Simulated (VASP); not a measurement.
# Hf in VASP: a series of runs

The runs below take Hf through single point, with LDA.

Everything below comes from runs of VASP 6.6.1. Logs are shortened: lines on timing, memory, paths and dates and some standing lists are left out, and cuts for length are marked.

**1. The cell of the first run**

Symmetry: Fm-3m, No. 225, cubic system. The conventional cell has a = 4.360 Å, b = 4.360 Å, c = 4.360 Å, α = 90.00°, β = 90.00°, γ = 90.00°. Within 4.1 Å of Hf (site symmetry m-3m) lie 12 Hf at 3.08 Å.

**2. Single point, LDA**

INCAR reads:

```
PREC     = Accurate       # precision mode
ENCUT    = 520            # plane-wave cutoff, eV
EDIFF    = 1E-7           # SCF threshold, eV
ISMEAR   = 0              # smearing method
SIGMA    = 0.15           # smearing width, eV
LREAL    = F              # projectors in reciprocal space
LASPH    = T              # aspherical terms in the spheres
NELM     = 60             # most SCF steps
ALGO     = Normal         # electronic algorithm
ISIF     = 2              # what is computed and relaxed
LWAVE    = F              # write WAVECAR
LCHARG   = F              # write CHGCAR
GGA      = CA             # functional
NBANDS   = 11             # bands
```

KPOINTS reads:

```
Automatic mesh
0
Gamma
  18 18 18
```

POSCAR reads:

```
Hf
1.0
    0.0000000000      2.1799445691      2.1799445691
    2.1799445691      0.0000000000      2.1799445691
    2.1799445691      2.1799445691      0.0000000000
Hf
1
Direct
    0.0000000000      0.0000000000      0.0000000000
```

Potentials or basis: VASP PAW LDA potentials, release 64 (Hf_pv).

Command:

```sh
cat potpaw_LDA.64/Hf_pv/POTCAR > POTCAR
mpirun -np 1 vasp_std > vasp.out
```

OUTCAR:

```text
PREC = Accurate
   ENCUT = 520
   EDIFF = 1E-7
   ISMEAR = 0
   LREAL = F
   LASPH = T
   NELM = 60
   ISIF = 2
   GGA = CA

 ion  position               nearest neighbor table
   1  0.000  0.000  0.000-

  LATTYP: Found a face centered cubic cell.
 ALAT       =     4.3598891382

  Lattice vectors:

 A1 = (   0.0000000000,   2.1799445691,   2.1799445691)
 A2 = (   2.1799445691,   0.0000000000,   2.1799445691)
 A3 = (   2.1799445691,   2.1799445691,   0.0000000000)

Analysis of symmetry for initial positions (statically):
=====================================================================
 Subroutine PRICEL returns:
 Original cell was already a primitive cell.

 Routine SETGRP: Setting up the symmetry group for a
 face centered cubic supercell.

 Subroutine GETGRP returns: Found 48 space group operations
 (whereof 48 operations were pure point group operations)
 out of a pool of 48 trial point group operations.

The static configuration has the point symmetry O_h .

Analysis of symmetry for dynamics (positions and initial velocities):
=====================================================================
 Subroutine PRICEL returns:
 Original cell was already a primitive cell.

 Routine SETGRP: Setting up the symmetry group for a
 face centered cubic supercell.

 Subroutine GETGRP returns: Found 48 space group operations
 (whereof 48 operations were pure point group operations)
 out of a pool of 48 trial point group operations.

The dynamic configuration has the point symmetry O_h .

 Subroutine INISYM returns: Found 48 space group operations
 (whereof 48 operations are pure point group operations),
 and found     1 'primitive' translations

----------------------------------------------------------------------------------------

                                     Primitive cell

  volume of cell :      20.7189

  direct lattice vectors                    reciprocal lattice vectors
     0.000000000  2.179944569  2.179944569    -0.229363630  0.229363630  0.229363630
     2.179944569  0.000000000  2.179944569     0.229363630 -0.229363630  0.229363630
     2.179944569  2.179944569  0.000000000     0.229363630  0.229363630 -0.229363630

  length of vectors
     3.082907175  3.082907175  3.082907175     0.397269461  0.397269461  0.397269461

  position of ions in fractional coordinates (direct lattice)
     0.000000000  0.000000000  0.000000000

  ion indices of the primitive-cell ions
   primitive index   ion index
                 1           1

----------------------------------------------------------------------------------------

 KPOINTS: Automatic mesh

Automatic generation of k-mesh.
 Grid dimensions read from file:
 generate k-points for:   18   18   18

 Generating k-lattice:

  Cartesian coordinates                     Fractional coordinates (reciprocal lattice)
    -0.012742424  0.012742424  0.012742424     0.055555556  0.000000000  0.000000000
     0.012742424 -0.012742424  0.012742424     0.000000000  0.055555556  0.000000000
     0.012742424  0.012742424 -0.012742424     0.000000000  0.000000000  0.055555556

  Length of vectors
     0.022070526  0.022070526  0.022070526

  Shift w.r.t. Gamma in fractional coordinates (k-lattice)
     0.000000000  0.000000000  0.000000000

 Subroutine IBZKPT returns following result:
 ===========================================

 Found    195 irreducible k-points:

 Following reciprocal coordinates:
            Coordinates               Weight
  0.000000  0.000000  0.000000      1.000000
  0.055556  0.000000  0.000000      8.000000
  0.111111  0.000000  0.000000      8.000000
  0.166667  0.000000  0.000000      8.000000
  0.222222  0.000000  0.000000      8.000000
  0.277778  0.000000  0.000000      8.000000
[... 16 lines left out ...]
 -0.277778  0.055556  0.000000     24.000000
 -0.222222  0.055556  0.000000     24.000000
 [... further k-points ...]
   k-points           NKPTS =    195   k-points in BZ     NKDIM =    195   number of bands    NBANDS=     11
   number of dos      NEDOS =    301   number of ions     NIONS =      1
   total plane-waves  NPLWV =  13824
   dimension x,y,z NGX =    24 NGY =   24 NGZ =   24
   dimension x,y,z NGXF=    48 NGYF=   48 NGZF=   48
   ions per type =               1
   NGX,Y,Z   is equivalent  to a cutoff of  12.94, 12.94, 12.94 a.u.
   NGXF,Y,Z  is equivalent  to a cutoff of  25.88, 25.88, 25.88 a.u.
 SYSTEM =  unknown system
   PREC   = accura    normal or accurate (medium, high low for compatibility)
   ISTART =      0    job   : 0-new  1-cont  2-samecut
   ICHARG =      2    charge: 1-file 2-atom 10-const
   ISPIN  =      1    spin polarized calculation?
   LNONCOLLINEAR =      F non collinear calculations
   LSORBIT =      F    spin-orbit coupling
   LASPH  =      T    aspherical Exc in radial PAW
   ENCUT  =  520.0 eV  38.22 Ry    6.18 a.u.   5.73  5.73  5.73*2*pi/ulx,y,z
   NELM   =     60;   NELMIN=  2; NELMDL= -5     # of ELM steps
   EDIFF  = 0.1E-06   stopping-criterion for ELM
   LREAL  =      F    real-space projection
   EDIFFG = 0.1E-05   stopping-criterion for IOM
   NSW    =      0    number of steps for IOM
   IBRION =     -1    ionic relax: 0-MD 1-quasi-New 2-CG
   NFREE  =      0    steps in history (QN), initial steepest desc. (CG)
   ISIF   =      2    stress and relaxation
   ISYM   =      2    0-nonsym 1-usesym 2-fastsym
   POTIM  = 0.5000    time-step for ionic-motion
   TEBEG  =    0.0;   TEEND  =   0.0 temperature during run
   PSTRESS=    0.0 pullay stress
   NELECT =      10.0000    total number of electrons
   NUPDOWN=      -1.0000    fix difference up-down
   EMIN   =  10.00;   EMAX   =-10.00  energy-range for DOS
   EFERMI =   0.00;   METHOD = LEGACY
   ISMEAR =     0;   SIGMA  =   0.15  broadening in eV -4-tet -1-fermi 0-gaus
   EFERMI_NEDOS =   21; number of points for ismear=-14 and -15
   IALGO  =     38    algorithm
   IMIX   =      4    mixing-type and parameters
     AMIX     =   0.40;   BMIX     =  1.00
     AMIX_MAG =   1.60;   BMIX_MAG =  1.00
  volume/ion in A,a.u.               =      20.72       139.82
  Fermi-wavevector in a.u.,A,eV,Ry     =   1.284161  2.426712 22.436943  1.649069
  Thomas-Fermi vector in A             =   2.416371
   LORBIT       =      0    0 simple, 1 ext, 2 COOP (PROOUT), +10 PAW based schemes
   GGA     = CA    functional components
   LHFCALC =     F    Hartree Fock is set to
   AEXX    =    0.0000 exact exchange contribution
   IVDW    =     0    specifies the selected vdW correction
   LEPSILON=     F    determine dielectric tensor
   LRPA    =     F    only Hartree local field effects (RPA)
 non-spin polarized calculation
 Gauss-broadening in eV      SIGMA  =   0.15
  energy-cutoff  :      520.00
  volume of cell :       20.72
 maximum number of plane-waves:       568
   NGX = 11   NGY = 11   NGZ = 11

 number of electron      10.0000001 magnetization

 Free energy of the ion-electron system (eV)
  ---------------------------------------------------
  ext. energy  EPLUGINS =         0.00000000
  ---------------------------------------------------
  free energy    TOTEN  =       -10.64026283 eV

  energy without entropy =      -10.62561028  energy(sigma->0) =      -10.63293656

 E-fermi :   5.1830     XC(G=0): -11.8250

 val. band max:        5.1798760139   @ k =  -0.4444   0.3889   0.1667
 cond. band min:       5.1838743459   @ k =   0.2222   0.1111   0.0000
 fundamental gap:      0.0039983320
 Fermi energy:         5.1829731687

 k-point     1 :       0.0000    0.0000    0.0000
  band No.  band energies     occupation
      1     -24.4108      2.00000
      2     -24.4108      2.00000
      3     -24.4108      2.00000
      4      -2.2282      2.00000
      5       6.5269      0.00000
      6       6.5269      0.00000
      7       6.5269      0.00000
      8       9.5634      0.00000
      9       9.5634      0.00000
     10      16.8479      0.00000
     11      17.5435      0.00000

 k-point     2 :       0.0556    0.0000    0.0000
  band No.  band energies     occupation
      1     -24.4459      2.00000
      2     -24.4152      2.00000
      3     -24.4152      2.00000
      4      -2.1084      2.00000
      5       6.4070      0.00000
      6       6.5849      0.00000
      7       6.5849      0.00000
      8       9.4970      0.00000
      9       9.4970      0.00000
     10      17.1145      0.00000
     11      17.5434      0.00000

 k-point     3 :       0.1111    0.0000    0.0000
  band No.  band energies     occupation
      1     -24.5458      2.00000
      2     -24.4276      2.00000
      3     -24.4276      2.00000
      4      -1.7609      2.00000
      5       6.0971      0.00000
      6       6.7358      0.00000
      7       6.7358      0.00000
      8       9.3453      0.00000
      9       9.3453      0.00000
     10      17.5425      0.00000
     11      17.8121      0.00000

 k-point     4 :       0.1667    0.0000    0.0000
  band No.  band energies     occupation
      1     -24.6958      2.00000
      2     -24.4465      2.00000
      3     -24.4465      2.00000
      4      -1.2220      2.00000
      5       5.7101      0.00000
      6       6.8997      0.00000
      7       6.8997      0.00000
      8       9.2440      0.00000
      9       9.2440      0.00000
     10      17.5399      0.00000
     11      18.1524      0.00000
[... 239 lines left out ...]
 k-point    22 :      -0.3333    0.0556    0.0000
  band No.  band energies     occupation
      1     -25.2737      2.00000
      2     -24.5593      2.00000
      3     -24.5156      2.00000
      4       0.9693      2.00000
      5       5.2680      0.42268
      6       6.4462      0.00000
      7       6.6350      0.00000
      8      10.2590      0.00000
      9      11.2332      0.00000
     10      16.0754      0.00000
     11      17.5440      0.00000

 k-point    23 :      -0.2778    0.0556    0.0000
  band No.  band energies     occupation
      1     -25.1180      2.00000
      2     -24.5390      2.00000
      3     -24.4912      2.00000
      4       0.4450      2.00000
      5       5.1125      1.49329
      6       6.6594      0.00000
      7       6.8514      0.00000
      8       9.5319      0.00000
      9      10.5661      0.00000
     10      16.6434      0.00000
     11      17.5479      0.00000

 k-point    24 :      -0.2222    0.0556    0.0000
  band No.  band energies     occupation
      1     -24.9407      2.00000
      2     -24.5138      2.00000
      3     -24.4662      2.00000
      4      -0.2269      2.00000
      5       5.2161      0.75475
      6       6.8486      0.00000
      7       7.0288      0.00000
      8       8.9968      0.00000
      9       9.9967      0.00000
     10      17.3477      0.00000
     11      17.5645      0.00000

 [... further k-points ...]

------------------------ aborting loop because EDIFF is reached ----------------------------------------

  FORCE on cell =-STRESS in cart. coord.  units (eV):
  Direction    XX          YY          ZZ          XY          YZ          ZX
  --------------------------------------------------------------------------------------
  -------------------------------------------------------------------------------------
  Total        0.0148753      0.0148753      0.0148753      0.0000000      0.0000000     -0.0000000
  in kB        1.1502983      1.1502983      1.1502983      0.0000000      0.0000000     -0.0000000
  external PRESSURE =       1.1502983 kB  Pullay stress =       0.0000000 kB

 VOLUME and BASIS-vectors are now :
 -----------------------------------------------------------------------------
  energy-cutoff  :      520.00
  volume of cell :       20.72
      direct lattice vectors                 reciprocal lattice vectors
     0.000000000  2.179944569  2.179944569    -0.229363630  0.229363630  0.229363630
     2.179944569  0.000000000  2.179944569     0.229363630 -0.229363630  0.229363630
     2.179944569  2.179944569  0.000000000     0.229363630  0.229363630 -0.229363630

 POSITION                                       TOTAL-FORCE (eV/Angst)
 -----------------------------------------------------------------------------------
      0.00000      0.00000      0.00000         0.000000      0.000000      0.000000
 -----------------------------------------------------------------------------------
    total drift:                               -0.000000      0.000000      0.000000

  FREE ENERGIE OF THE ION-ELECTRON SYSTEM (eV)
  ---------------------------------------------------
  free  energy   TOTEN  =       -10.6402628347 eV

  energy  without entropy=      -10.6256102835  energy(sigma->0) =      -10.63293656
```

Wall time 25 s (1 thread of Intel Xeon Platinum 8375C at 2.90GHz (Ice Lake), shared host); peak memory 0.16 GiB.

Results:

```yaml
Free_energy: -10.6403 eV
Pressure: 0.1 GPa
Band_gap_on_the_k_mesh: zero (band 5 reaches 6.53 eV, above the bottom of band 6 at 4.48 eV)
```

Caveat: spin-orbit coupling is left out, which moves the levels of the heavy elements.

**3. Single point, LDA**

This run uses another cell than the first one, of the same volume but with other edges.

INCAR reads:

```
PREC = Accurate
ENCUT = 520
EDIFF = 1E-6
ISMEAR = 0
SIGMA = 0.15
LREAL = F
LASPH = T
NELM = 60
ALGO = Normal
ISIF = 2
LWAVE = F
LCHARG = F
NBANDS = 11
```

KPOINTS is that of step 2.

POSCAR reads:

```
Hf
1.0
    0.0000000000      2.1254459549      2.2889417976
    2.1254459549      0.0000000000      2.2889417976
    2.1254459549      2.1254459549      0.0000000000
Hf
1
Direct
    0.0000000000      0.0000000000      0.0000000000
```

Potentials or basis: VASP PAW LDA potentials, release 64 (Hf_pv).

Command:

```sh
cat potpaw_LDA.64/Hf_pv/POTCAR > POTCAR
mpirun -np 1 vasp_std > vasp.out
```

It took 49 s on 1 thread of Intel Xeon Platinum 8375C at 2.90GHz (Ice Lake), shared host; peak memory 0.22 GiB.

Results (log left out):

| Property | Result |
| --- | --- |
| Free energy | -10.6274 eV |
| Pressure | 0.2 GPa |
| Band gap on the k mesh | zero (band 5 reaches 6.15 eV, above the bottom of band 6 at 4.46 eV) |

Stress tensor (GPa, compression positive):
```
 1.52  0.00  0.00
 0.00  1.52  0.00
 0.00  0.00 -2.33
```

Levels at points of the mesh, in eV from the Fermi level:
| k point | band 2 | band 3 | band 4 | band 5 | band 6 | band 7 | band 8 | band 9 |
| --- | --- | --- | --- | --- | --- | --- | --- | --- |
| (0.00, 0.00, 0.00) | -29.56 | -29.56 | -7.39 | 0.77 | 1.73 | 1.73 | 3.63 | 5.09 |
| (0.50, 0.00, 0.00) | -29.76 | -29.64 | -3.84 | 0.63 | 1.05 | 1.63 | 6.51 | 7.02 |
| (0.50, 0.50, 0.00) | -29.86 | -29.86 | -3.68 | -2.32 | 2.33 | 6.90 | 7.46 | 7.46 |
| (0.50, 0.00, 0.50) | -30.08 | -29.91 | -3.55 | -2.46 | 3.56 | 6.58 | 6.90 | 8.06 |

Caveat: the cell differs from its parent crystal (strain +e along x and -e along y +0.0000, strain +e along z and -e/2 along x and y +0.0500); spin-orbit coupling is left out, which moves the levels of the heavy elements.
